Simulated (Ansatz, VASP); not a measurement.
**One calculation of SiC, two programs**

```
Si C
1.0
     4.34800    0.00000    0.00000
     0.00000   -4.34800    0.00000
     0.00000    0.00000   -4.34800
Si C
4 4
Direct
  0.00000 0.43790 0.50000
  0.50000 0.00000 0.50000
  0.50000 0.50000 0.00000
  0.00000 0.00000 0.00000
  0.75000 0.75000 0.75000
  0.25000 0.25000 0.75000
  0.25000 0.75000 0.25000
  0.75000 0.25000 0.25000
```

Alike in both runs: task single point; functional PBE; k mesh 6 × 6 × 6; occupations gaussian, width 0.05 eV; no spin polarisation.

|  | VASP | Ansatz |
| --- | --- | --- |
| version | VASP 6.6.1 | Ansatz 0.2.0 |
| potentials or method | VASP PAW PBE potentials, release 64 (Si, C), cutoff 520 eV | scalar-relativistic, plane waves, PAW |
| valence electrons in the cell | 32 | 32 |

|  | VASP | Ansatz | Ansatz less VASP |
| --- | --- | --- | --- |
| gap on the k mesh at the Fermi level (eV) | 0.27 | 0.27 | +0.003 |
| least direct gap on the mesh (eV) | 0.27 | 0.27 | +0.003 |
| pressure (GPa) | 7.3 | 7.3 | +0.07 |
| traceless stress, the component that is largest in VASP (GPa) | -5.17 | -5.17 | -0.008 |
| rms of the force components (eV/Å) | 1.618 | 1.619 | +0.0010 |

Atom by atom the forces differ by 0.003 eV/Å (rms over components).
